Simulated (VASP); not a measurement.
# BaF2 (Fm-3m) in VASP: a series of runs, part 2 of 2

VASP 6.6.1.

**3. Single point, r2SCAN**

This run uses another cell than the first one, of 19.81 Å³/atom.

File POSCAR:

```
BaF2
1.0
    0.0000000000      3.0973610025      3.0973610025
    3.0973610025      0.0000000000      3.0973610025
    3.0973610025      3.0973610025      0.0000000000
Ba F
1 2
Direct
    0.0000000000      0.0000000000      0.0000000000
    0.2500000000      0.2500000000      0.2500000000
    0.7500000000      0.7500000000      0.7500000000
```

File INCAR.step1:

```
PREC = Accurate
ENCUT = 660
ISMEAR = 0
SIGMA = 0.02
LREAL = F
LASPH = T
NELM = 120
NBANDS = 19
GGA = PE
ALGO = Normal
EDIFF = 1E-5
LWAVE = T
LCHARG = F
GGA_COMPAT = F
```

File INCAR.step2:

```
PREC = Accurate
ENCUT = 660
EDIFF = 1E-6
ISMEAR = 0
SIGMA = 0.02
LREAL = F
LASPH = T
NELM = 120
ALGO = Normal
ISIF = 2
LWAVE = F
LCHARG = T
METAGGA = R2SCAN
LMIXTAU = T
LELF = T
LVHAR = T
NBANDS = 19
ISTART = 1
GGA_COMPAT = F
```

File KPOINTS:

```
regular mesh
0
Gamma
  6 6 6
```

Potentials or basis: VASP PAW PBE potentials, release 64 (Ba_sv, F).

Launch:

```console
cat potpaw_PBE.64/Ba_sv/POTCAR potpaw_PBE.64/F/POTCAR > POTCAR
cp INCAR.step1 INCAR
mpirun -np 1 vasp_std > vasp.out
cp INCAR.step2 INCAR
mpirun -np 1 vasp_std > vasp.out
```

Wall time 65 s (1 thread of Intel Xeon 6975P-C (Granite Rapids), shared host); peak memory 0.26 GiB.

It converged, with:

| Item | Value |
| --- | --- |
| Free energy | -45.0675 eV |
| Pressure | 0.9 GPa |
| Band gap on the k mesh | 7.36 eV (least direct gap 7.43 eV) |

Levels at points of the mesh, in eV from the valence-band top:
| k point | band 8 | band 9 | band 10 | band 11 | band 12 | band 13 | band 14 | band 15 | band 16 | band 17 |
| --- | --- | --- | --- | --- | --- | --- | --- | --- | --- | --- |
| (0.00, 0.00, 0.00) | -1.47 | -1.47 | -0.07 | -0.07 | -0.07 | 7.36 | 9.93 | 9.93 | 12.30 | 12.30 |
| (0.50, 0.00, 0.00) | -1.07 | -0.64 | -0.34 | -0.15 | -0.15 | 9.87 | 9.87 | 9.97 | 10.14 | 12.50 |
| (0.50, 0.50, 0.00) | -0.35 | -0.35 | -0.30 | -0.30 | -0.12 | 7.71 | 9.87 | 11.42 | 12.88 | 12.88 |

Caveat: the PAW data sets were made with another functional, which shifts forces and pressure a little; spin-orbit coupling is left out, which moves the levels of the heavy elements. A k mesh can miss the band edges.

**4. Single point, r2SCAN**

This run uses another cell than the first one, of 19.81 Å³/atom.

POSCAR is that of step 3.

File INCAR.step1:

```
SYSTEM = BaF2
PREC     = Accurate       ! precision mode
ENCUT    = 660            ! plane-wave cutoff, eV
ISMEAR   = 0              ! smearing method
SIGMA    = 0.02           ! smearing width, eV
LREAL    = .FALSE.        ! projectors in reciprocal space
LASPH    = .TRUE.         ! aspherical terms in the spheres
NELM     = 120            ! most SCF steps
NBANDS   = 19             ! bands
GGA      = PE             ! functional
ALGO     = Normal         ! electronic algorithm
EDIFF    = 1E-5           ! SCF threshold, eV
LWAVE    = .TRUE.         ! write WAVECAR
LCHARG   = .FALSE.        ! write CHGCAR
GGA_COMPAT= .FALSE.
```

File INCAR.step2:

```
SYSTEM = BaF2
PREC     = Accurate       ! precision mode
ENCUT    = 660            ! plane-wave cutoff, eV
EDIFF    = 1E-6           ! SCF threshold, eV
ISMEAR   = 0              ! smearing method
SIGMA    = 0.02           ! smearing width, eV
LREAL    = .FALSE.        ! projectors in reciprocal space
LASPH    = .TRUE.         ! aspherical terms in the spheres
NELM     = 120            ! most SCF steps
ALGO     = Normal         ! electronic algorithm
ISIF     = 2              ! what is computed and relaxed
LWAVE    = .FALSE.        ! write WAVECAR
LCHARG   = .TRUE.         ! write CHGCAR
METAGGA  = R2SCAN         ! meta-GGA
LMIXTAU  = .TRUE.       
LELF     = .TRUE.         ! ELF
LVHAR    = .TRUE.       
NBANDS   = 19             ! bands
ISTART   = 1            
GGA_COMPAT= .FALSE.
```

File KPOINTS:

```
Automatic mesh
0
G
  6 6 6
  0 0 0
```

Launch:

```console
cat potpaw_PBE.64/Ba_sv/POTCAR potpaw_PBE.64/F/POTCAR > POTCAR
cp INCAR.step1 INCAR
mpirun -np 1 vasp_std > vasp.out
cp INCAR.step2 INCAR
mpirun -np 1 vasp_std > vasp.out
```

Wall time 67 s (1 thread of Intel Xeon 6975P-C (Granite Rapids), shared host); peak memory 0.26 GiB.

The run converged. Its results:

```yaml
Free_energy: -45.0675 eV
Pressure: 0.9 GPa
Band_gap_on_the_k_mesh: 7.36 eV (least direct gap 7.43 eV)
```

Levels at points of the mesh, in eV from the valence-band top:
| k point | band 8 | band 9 | band 10 | band 11 | band 12 | band 13 | band 14 | band 15 | band 16 | band 17 |
| --- | --- | --- | --- | --- | --- | --- | --- | --- | --- | --- |
| (0.00, 0.00, 0.00) | -1.47 | -1.47 | -0.07 | -0.07 | -0.07 | 7.36 | 9.93 | 9.93 | 12.30 | 12.30 |
| (0.50, 0.00, 0.00) | -1.07 | -0.64 | -0.34 | -0.15 | -0.15 | 9.87 | 9.87 | 9.97 | 10.14 | 12.50 |
| (0.50, 0.50, 0.00) | -0.35 | -0.35 | -0.30 | -0.30 | -0.12 | 7.71 | 9.87 | 11.42 | 12.88 | 12.88 |

Caveat: the PAW data sets were made with another functional, which shifts forces and pressure a little; spin-orbit coupling is left out, which moves the levels of the heavy elements. r2SCAN opens gaps a little over a GGA but as a rule still falls short of measured ones.

**5. Single point, r2SCAN**

File POSCAR:

```
BaF2
1.0
    0.0000000000      3.1000500000      3.1000500000
    3.1000500000      0.0000000000      3.1000500000
    3.1000500000      3.1000500000      0.0000000000
Ba F
1 2
Direct
    0.0000000000      0.0000000000      0.0000000000
    0.2500000000      0.2500000000      0.2500000000
    0.7500000000      0.7500000000      0.7500000000
```

File INCAR.step1:

```
SYSTEM = BaF2
PREC = Accurate ; ENCUT = 660
ISMEAR = 0 ; SIGMA = 0.02
LREAL = .FALSE. ; LASPH = .TRUE.
NELM = 120 ; NBANDS = 19
GGA = PE ; ALGO = Normal
EDIFF = 1E-5 ; LWAVE = .TRUE.
LCHARG = .FALSE. ; GGA_COMPAT = .FALSE.
```

File INCAR.step2:

```
SYSTEM = BaF2
PREC = Accurate ; ENCUT = 660
EDIFF = 1E-6 ; ISMEAR = 0
SIGMA = 0.02 ; LREAL = .FALSE.
LASPH = .TRUE. ; NELM = 120
ALGO = Normal ; ISIF = 2
LWAVE = .FALSE. ; LCHARG = .FALSE.
METAGGA = R2SCAN ; LMIXTAU = .TRUE.
NBANDS = 19 ; ISTART = 1
GGA_COMPAT = .FALSE.
```

File KPOINTS:

```
regular mesh
0
G
  6 6 6
  0 0 0
```

Launch:

```console
cat potpaw_PBE.64/Ba_sv/POTCAR potpaw_PBE.64/F/POTCAR > POTCAR
cp INCAR.step1 INCAR
mpirun -np 1 vasp_std > vasp.out
cp INCAR.step2 INCAR
mpirun -np 1 vasp_std > vasp.out
```

Wall time 67 s (1 thread of Intel Xeon 6975P-C (Granite Rapids), shared host); peak memory 0.26 GiB.

The run converged. Its results:

| Item | Value |
| --- | --- |
| Free energy | -45.0686 eV |
| Pressure | 0.7 GPa |
| Band gap on the k mesh | 7.35 eV (least direct gap 7.42 eV) |

Levels at points of the mesh, in eV from the valence-band top:
```csv
k point,band 9,band 10,band 11,band 12,band 13,band 14,band 15,band 16
"(0.00, 0.00, 0.00)",-1.46,-0.07,-0.07,-0.07,7.35,9.92,9.92,12.28
"(0.50, 0.00, 0.00)",-0.64,-0.34,-0.15,-0.15,9.86,9.86,9.95,10.13
"(0.50, 0.50, 0.00)",-0.34,-0.30,-0.30,-0.12,7.70,9.86,11.40,12.86
```

Caveat: the PAW data sets were made with another functional, which shifts forces and pressure a little; spin-orbit coupling is left out, which moves the levels of the heavy elements.

**6. Single point, r2SCAN (20.40 Å³/atom)**

This run uses another cell than the first one, of 20.40 Å³/atom.

File POSCAR:

```
BaF2
1.0
    0.0000000000      3.1280299377      3.1280299377
    3.1280299377      0.0000000000      3.1280299377
    3.1280299377      3.1280299377      0.0000000000
Ba F
1 2
Direct
    0.0000000000      0.0000000000      0.0000000000
    0.2500000000      0.2500000000      0.2500000000
    0.7500000000      0.7500000000      0.7500000000
```

File INCAR.step1:

```
PREC     = Accurate       # precision mode
ENCUT    = 660            # plane-wave cutoff, eV
ISMEAR   = 0              # smearing method
SIGMA    = 0.02           # smearing width, eV
LREAL    = False          # projectors in reciprocal space
LASPH    = True           # aspherical terms in the spheres
NELM     = 120            # most SCF steps
NBANDS   = 19             # bands
GGA      = PE             # functional
ALGO     = Normal         # electronic algorithm
EDIFF    = 1E-5           # SCF threshold, eV
LWAVE    = True           # write WAVECAR
LCHARG   = False          # write CHGCAR
GGA_COMPAT= False
```

File INCAR.step2:

```
PREC     = Accurate       # precision mode
ENCUT    = 660            # plane-wave cutoff, eV
EDIFF    = 1E-6           # SCF threshold, eV
ISMEAR   = 0              # smearing method
SIGMA    = 0.02           # smearing width, eV
LREAL    = False          # projectors in reciprocal space
LASPH    = True           # aspherical terms in the spheres
NELM     = 120            # most SCF steps
ALGO     = Normal         # electronic algorithm
ISIF     = 2              # what is computed and relaxed
LWAVE    = False          # write WAVECAR
LCHARG   = False          # write CHGCAR
METAGGA  = R2SCAN         # meta-GGA
LMIXTAU  = True         
NBANDS   = 19             # bands
ISTART   = 1            
GGA_COMPAT= False
```

File KPOINTS:

```
Automatic mesh
0
Gamma
  6 6 6
```

Potentials or basis: VASP PAW PBE potentials, release 64 (Ba_sv, F).

Launch:

```console
cat potpaw_PBE.64/Ba_sv/POTCAR potpaw_PBE.64/F/POTCAR > POTCAR
cp INCAR.step1 INCAR
mpirun -np 1 vasp_std > vasp.out
cp INCAR.step2 INCAR
mpirun -np 1 vasp_std > vasp.out
```

It took 63 s on 1 thread of Intel Xeon 6975P-C (Granite Rapids), shared host; peak memory 0.26 GiB.

Results (log left out):

```yaml
Free_energy: -45.0707 eV
Pressure: -0.9 GPa
Band_gap_on_the_k_mesh: 7.23 eV (least direct gap 7.29 eV)
```

Levels at points of the mesh, in eV from the valence-band top:
| k point | band 10 | band 11 | band 12 | band 13 | band 14 | band 15 |
| --- | --- | --- | --- | --- | --- | --- |
| (0.00, 0.00, 0.00) | -0.06 | -0.06 | -0.06 | 7.23 | 9.81 | 9.81 |
| (0.50, 0.00, 0.00) | -0.34 | -0.15 | -0.15 | 9.75 | 9.75 | 9.78 |
| (0.50, 0.50, 0.00) | -0.31 | -0.31 | -0.10 | 7.65 | 9.71 | 11.23 |

Caveat: the PAW data sets were made with another functional, which shifts forces and pressure a little; spin-orbit coupling is left out, which moves the levels of the heavy elements.

**7. The runs side by side**

| cell | smearing | gap on the mesh (eV) | pressure (GPa) |
| --- | --- | --- | --- |
| a = 4.384 Å, angles 60.0°, 3 atoms | gaussian 0.1 eV | 7.35 | 0.7 |
| a = 4.380 Å, angles 60.0°, 3 atoms | gaussian 0.02 eV | 7.36 | 0.9 |
| a = 4.384 Å, angles 60.0°, 3 atoms | gaussian 0.02 eV | 7.35 | 0.7 |
| a = 4.424 Å, angles 60.0°, 3 atoms | gaussian 0.02 eV | 7.23 | -0.9 |

Alike in all rows: task single point; level r2SCAN; potentials or basis VASP PAW PBE potentials, release 64 (Ba_sv, F); no spin polarisation; k mesh 6 × 6 × 6; cutoff (eV) 660.

Caveats: the PAW data sets were made with another functional, which shifts forces and pressure a little; spin-orbit coupling is left out, which moves the levels of the heavy elements.

Absolute energies hang on the potentials; compare differences alone.
